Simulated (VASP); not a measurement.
# PtS2 (P-3m1) in VASP: a series of runs, part 2 of 2

VASP 6.6.1.

## Step 4: Single point, PBE+U

Input file INCAR:

```
SYSTEM = PtS2
PREC = Accurate
ENCUT = 520
EDIFF = 1E-7
ISMEAR = -1
SIGMA = 0.05
LREAL = .FALSE.
LASPH = .TRUE.
NELM = 150
ALGO = Normal
ISIF = 2
LWAVE = .FALSE.
LCHARG = .FALSE.
LMAXMIX = 4
LDAU = .TRUE.
LDAUTYPE = 2
LDAUL = 2 -1
LDAUU = 4 0
LDAUJ = 0 0
LDAUPRINT = 1
GGA = PE
NBANDS = 18
```

Input file KPOINTS:

```
Automatic mesh
0
G
  9 9 5
  0 0 0
```

Input file POSCAR:

```
PtS2
1.0
    3.5432000000      0.0000000000      0.0000000000
   -1.7716000000      3.0685012107      0.0000000000
    0.0000000000      0.0000000000      5.0388000000
Pt S
1 2
Direct
    0.0000000000      0.0000000000      0.0000000000
    0.6666666667      0.3333333333      0.7730000000
    0.3333333333      0.6666666667      0.2270000000
```

Run with:

```sh
$ cat potpaw_PBE.64/Pt/POTCAR potpaw_PBE.64/S/POTCAR > POTCAR
$ mpirun -np 1 vasp_std > vasp.out
```

Wall time 21 s (1 thread of Intel Xeon 6975P-C (Granite Rapids), shared host); peak memory 0.2 GiB.

It converged, with:

| Property | Result |
| --- | --- |
| Free energy | -12.6020 eV |
| Pressure | 7.8 GPa |
| Largest force | 0.962 eV/Å |
| Band gap on the k mesh | 0.93 eV (least direct gap 1.05 eV) |

Forces on the atoms (eV/Å):
```
Pt   0.000  0.000  0.000
S    0.000  0.000 -0.962
S    0.000  0.000  0.962
```

Stress tensor (GPa, compression positive):
```
7.52 0.00 0.00
0.00 7.52 0.00
0.00 0.00 8.44
```

Levels at points of the mesh, in eV from the valence-band top:
```tsv
k point	band 7	band 8	band 9	band 10	band 11	band 12	band 13	band 14	band 15	band 16
(0.00, 0.00, 0.00)	-4.94	-2.37	-1.05	-1.05	-0.06	2.35	2.35	4.93	5.85	8.10
```

Eigenvalues of the final occupation matrices:
```
    site  spin  trace               eigenvalues
site 1 d     1   4.20  0.70 0.70 0.93 0.93 0.93
site 1 d     2   4.20  0.70 0.70 0.93 0.93 0.93
```

Caveat: the cell stands under pressure; spin-orbit coupling is left out, which moves the levels of the heavy elements. A k mesh can miss the band edges.

## Step 5: Single point, PBE+U

Edit INCAR of step 4 so:

```diff
@@ -17,3 +17,3 @@
 LDAUL = 2 -1
-LDAUU = 4 0
+LDAUU = 5 0
 LDAUJ = 0 0
```

KPOINTS is that of step 4.

POSCAR is that of step 4.

Potentials or basis: VASP PAW PBE potentials, release 64 (Pt, S).

Run with:

```sh
$ cat potpaw_PBE.64/Pt/POTCAR potpaw_PBE.64/S/POTCAR > POTCAR
$ mpirun -np 1 vasp_std > vasp.out
```

OUTCAR:

```text
SYSTEM = PtS2
   PREC = Accurate
   ENCUT = 520
   EDIFF = 1E-7
   ISMEAR = -1
   LREAL = .FALSE.
   LASPH = .TRUE.
   NELM = 150
   ISIF = 2
   GGA = PE

 ion  position               nearest neighbor table
   1  0.000  0.000  0.000-   2 2.34   3 2.34   2 2.34   3 2.34   2 2.34   3 2.34
   2  0.667  0.333  0.773-   1 2.34   1 2.34   1 2.34
   3  0.333  0.667  0.227-   1 2.34   1 2.34   1 2.34

  LATTYP: Found a hexagonal cell.
 ALAT       =     3.5432000000
 C/A-ratio  =     1.4221043125

  Lattice vectors:

 A1 = (   3.5432000000,   0.0000000000,   0.0000000000)
 A2 = (  -1.7716000000,   3.0685012107,   0.0000000000)
 A3 = (   0.0000000000,   0.0000000000,   5.0388000000)

Analysis of symmetry for initial positions (statically):
=====================================================================
 Subroutine PRICEL returns:
 Original cell was already a primitive cell.

 Routine SETGRP: Setting up the symmetry group for a
 hexagonal supercell.

 Subroutine GETGRP returns: Found 12 space group operations
 (whereof 12 operations were pure point group operations)
 out of a pool of 24 trial point group operations.

The static configuration has the point symmetry D_3d.

Analysis of symmetry for dynamics (positions and initial velocities):
=====================================================================
 Subroutine PRICEL returns:
 Original cell was already a primitive cell.

 Routine SETGRP: Setting up the symmetry group for a
 hexagonal supercell.

[... 172 lines left out ...]
  o =  0.7079  v =  0.0000 -0.7786 -0.0000 -0.0000  0.6275  0.0000  0.0000  0.0000  0.0000  0.0000      0.0000  0.0000  0.0000  0.0000  0.0000  0.0000  0.0000  0.0000  0.0000  0.0000
  o =  0.7079  v =  0.0000  0.0000  0.0000  0.0000  0.0000  0.0000 -0.7786 -0.0000 -0.0000  0.6275      0.0000  0.0000  0.0000  0.0000  0.0000  0.0000  0.0000  0.0000  0.0000  0.0000
  o =  0.9420  v =  0.0000  0.0000  0.0000  0.0000  0.0000  0.0000 -0.0000  1.0000 -0.0000 -0.0000      0.0000  0.0000  0.0000  0.0000  0.0000  0.0000  0.0000  0.0000  0.0000  0.0000
  o =  0.9420  v =  0.0000 -0.0000  1.0000 -0.0000 -0.0000  0.0000  0.0000  0.0000  0.0000  0.0000      0.0000  0.0000  0.0000  0.0000  0.0000  0.0000  0.0000  0.0000  0.0000  0.0000
  o =  0.9427  v = -0.7786  0.0000 -0.0000 -0.6275 -0.0000  0.0000  0.0000  0.0000  0.0000  0.0000      0.0000  0.0000  0.0000  0.0000  0.0000  0.0000  0.0000  0.0000  0.0000  0.0000
  o =  0.9427  v =  0.0000  0.0000  0.0000  0.0000  0.0000 -0.7786  0.0000 -0.0000 -0.6275 -0.0000      0.0000  0.0000  0.0000  0.0000  0.0000  0.0000  0.0000  0.0000  0.0000  0.0000
  o =  0.9427  v =  0.0000 -0.6275 -0.0000  0.0000 -0.7786  0.0000  0.0000  0.0000  0.0000  0.0000      0.0000  0.0000  0.0000  0.0000  0.0000  0.0000  0.0000  0.0000  0.0000  0.0000
  o =  0.9427  v =  0.0000  0.0000  0.0000  0.0000  0.0000  0.0000 -0.6275 -0.0000  0.0000 -0.7786      0.0000  0.0000  0.0000  0.0000  0.0000  0.0000  0.0000  0.0000  0.0000  0.0000

 number of electron      22.0000001 magnetization

 Free energy of the ion-electron system (eV)
  ---------------------------------------------------
  ext. energy  EPLUGINS =         0.00000000
  ---------------------------------------------------
  free energy    TOTEN  =       -12.00814555 eV

  energy without entropy =      -12.00813373  energy(sigma->0) =      -12.00813964

 E-fermi :   7.0036     XC(G=0): -10.5463

 val. band max:        6.5902156546   @ k =   0.1111  -0.0000   0.0000
 cond. band min:       7.4710529416   @ k =   0.0000   0.3333   0.2000
 fundamental gap:      0.8808372869
 Fermi energy:         7.0036333585

 k-point     1 :       0.0000    0.0000    0.0000
  band No.  band energies     occupation
      1      -8.8549      2.00000
      2      -5.6573      2.00000
      3      -0.9419      2.00000
      4      -0.8982      2.00000
      5      -0.8982      2.00000
      6       1.3639      2.00000
[... 481 lines left out ...]
      5       0.3459      2.00000
      6       0.6980      2.00000
[... 10 lines left out ...]
     17      15.1747      0.00000
     18      16.9593      0.00000

 [... further k-points ...]
[... 5 lines left out ...]
  --------------------------------------------------------------------------------------
  -------------------------------------------------------------------------------------
  Total        2.1498886      2.1498886      2.6803521      0.0000000      0.0000000      0.0000000
  in kB       62.8749202     62.8749202     78.3886784      0.0000000      0.0000000      0.0000000
  external PRESSURE =      68.0461729 kB  Pullay stress =       0.0000000 kB

 VOLUME and BASIS-vectors are now :
 -----------------------------------------------------------------------------
  energy-cutoff  :      520.00
  volume of cell :       54.78
      direct lattice vectors                 reciprocal lattice vectors
     3.543200000  0.000000000  0.000000000     0.282230752  0.162946001  0.000000000
    -1.771600000  3.068501211  0.000000000     0.000000000  0.325892001  0.000000000
     0.000000000  0.000000000  5.038800000     0.000000000  0.000000000  0.198459951

 POSITION                                       TOTAL-FORCE (eV/Angst)
 -----------------------------------------------------------------------------------
      0.00000      0.00000      0.00000         0.000000      0.000000     -0.000000
      1.77160      1.02283      3.89499         0.000000     -0.000000     -0.874864
     -0.00000      2.04567      1.14381        -0.000000      0.000000      0.874864
 -----------------------------------------------------------------------------------
    total drift:                                0.000000     -0.000000      0.000000

  FREE ENERGIE OF THE ION-ELECTRON SYSTEM (eV)
  ---------------------------------------------------
  free  energy   TOTEN  =       -12.0081455488 eV

  energy  without entropy=      -12.0081337343  energy(sigma->0) =      -12.00813964
```

Wall time 20 s (1 thread of Intel Xeon 6975P-C (Granite Rapids), shared host); peak memory 0.2 GiB.

What came out:

- Free energy: -12.0081 eV
- Pressure: 6.8 GPa
- Largest force: 0.875 eV/Å
- Band gap on the k mesh: 0.88 eV (least direct gap 1.02 eV)

Forces in eV/Å, atoms in the order of the input:
```
Pt   0.000  0.000  0.000
S    0.000  0.000 -0.875
S    0.000  0.000  0.875
```

Stress tensor (GPa, compression positive):
```
6.29 0.00 0.00
0.00 6.29 0.00
0.00 0.00 7.84
```

Eigenvalues of the final occupation matrices:
```
    site  spin  trace               eigenvalues
site 1 d     1   4.24  0.71 0.71 0.94 0.94 0.94
site 1 d     2   4.24  0.71 0.71 0.94 0.94 0.94
```

Caveat: the cell stands under pressure; spin-orbit coupling is left out, which moves the levels of the heavy elements. A k mesh can miss the band edges.

## Step 6: Single point, PBE+U

Input file INCAR:

```
ALGO = Normal ; EDIFF = 1E-6
ENCUT = 520 ; GGA = PE
ISIF = 2 ; ISMEAR = -1
LASPH = T ; LCHARG = F
LDAU = T ; LDAUJ = 0 0
LDAUL = 2 -1 ; LDAUPRINT = 1
LDAUTYPE = 2 ; LDAUU = 6 0
LMAXMIX = 4 ; LREAL = F
LWAVE = F ; NBANDS = 18
NELM = 150 ; PREC = Accurate
SIGMA = 0.05
```

Input file KPOINTS:

```
k-points
0
Gamma
  9 9 5
```

POSCAR is that of step 5.

Potentials or basis: VASP PAW PBE potentials, release 64 (Pt, S).

Run with:

```sh
$ cat potpaw_PBE.64/Pt/POTCAR potpaw_PBE.64/S/POTCAR > POTCAR
$ mpirun -np 1 vasp_std > vasp.out
```

It took 20 s on 1 thread of Intel Xeon 6975P-C (Granite Rapids), shared host; peak memory 0.2 GiB.

Results (log left out):

- Free energy: -11.4509 eV
- Pressure: 5.7 GPa
- Largest force: 0.773 eV/Å
- Band gap on the k mesh: 0.83 eV (least direct gap 0.99 eV)

Forces on the atoms (eV/Å):
```
Pt   0.000  0.000  0.000
S    0.000  0.000 -0.773
S    0.000  0.000  0.773
```

Stress tensor (GPa, compression positive):
```
4.92 0.00 0.00
0.00 4.92 0.00
0.00 0.00 7.13
```

Levels at points of the mesh, in eV from the valence-band top:
```tsv
k point	band 8	band 9	band 10	band 11	band 12	band 13	band 14	band 15
(0.00, 0.00, 0.00)	-2.70	-1.03	-1.03	-0.05	2.24	2.24	4.98	5.87
```

Eigenvalues of the final occupation matrices:
| site | spin | trace | eigenvalues |
| --- | --- | --- | --- |
| site 1 d | 1 | 4.30 | 0.72 0.72 0.95 0.95 0.95 |
| site 1 d | 2 | 4.30 | 0.72 0.72 0.95 0.95 0.95 |

Caveat: the cell stands under pressure; spin-orbit coupling is left out, which moves the levels of the heavy elements. A k mesh can miss the band edges.

## Step 7: The runs side by side

```tsv
U	gap on the mesh (eV)	pressure (GPa)	largest force (eV/Å)
Pt d U = 2.0 eV	1.01	9.6	1.10
Pt d U = 3.0 eV	0.97	8.7	1.04
Pt d U = 4.0 eV	0.93	7.8	0.96
Pt d U = 5.0 eV	0.88	6.8	0.87
Pt d U = 6.0 eV	0.83	5.7	0.77
```

Alike in all rows: task single point; level PBE+U; potentials or basis VASP PAW PBE potentials, release 64 (Pt, S); no spin polarisation; cell as given; k mesh 9 × 9 × 5; cutoff (eV) 520; smearing fermi-dirac 0.05 eV.

Caveats: the cell stands under pressure; spin-orbit coupling is left out, which moves the levels of the heavy elements; forces of over 1 eV/Å act on the atoms, so gaps and moduli don't describe the material at rest (at least some runs).

Absolute energies hang on the potentials; compare differences alone.
